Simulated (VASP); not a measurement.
SiC:

```
Si C
1.0
     3.07351    0.00000    0.00000
    -1.53676    2.66174    0.00000
     0.00000    0.00000    5.04525
Si C
2 2
Direct
  0.33333 0.66667 0.49960
  0.66667 0.33333 0.99960
  0.33333 0.66667 0.87540
  0.66667 0.33333 0.37540
```

| Item | Value |
| --- | --- |
| Program | VASP 6.6.1 |
| Task | relaxation of cell and atoms |
| Functional | PBE |
| Potentials or basis | VASP PAW PBE potentials, release 64 (Si, C) |
| Cutoff | 600 eV |
| k mesh | 12 × 12 × 6 |
| Occupations | fermi-dirac, width 0.02 eV |
| Spin | no spin polarisation |

At the start: pressure 3.7 GPa; volume 10.32 Å³/atom.

Task: How do energy, volume and symmetry change on relaxing?

Result: Over 7 steps the energy falls by 2.0 meV/atom and the volume is 10.49 Å³/atom (+1.7 %); space group P6_3mc (No. 186, to 0.1 Å) before and after.

Step by step:
| step | energy change (eV) | largest force (eV/Å) | pressure (GPa) | volume (Å³) |
| --- | --- | --- | --- | --- |
| 1 | 0.0000 | 0.0017 | 3.72 | 41.27 |
| 2 | 0.0005 | 0.0121 | -3.61 | 42.72 |
| 3 | -0.0080 | 0.0055 | 0.00 | 41.98 |
| 4 | -0.0080 | 0.0054 | 0.05 | 41.96 |
| 5 | -0.0080 | 0.0046 | 0.07 | 41.96 |
| 6 | -0.0080 | 0.0002 | 0.07 | 41.96 |
| 7 | -0.0080 | 0.0011 | 0.00 | 41.98 |

Final structure:
```
CELL_PARAMETERS angstrom
3.09109 0.00000 0.00000
-1.54555 2.67696 0.00000
0.00000 0.00000 5.07296
ATOMIC_POSITIONS crystal
Si 0.33333 0.66667 0.49958
Si 0.66667 0.33333 0.99958
C 0.33333 0.66667 0.87542
C 0.66667 0.33333 0.37542
```
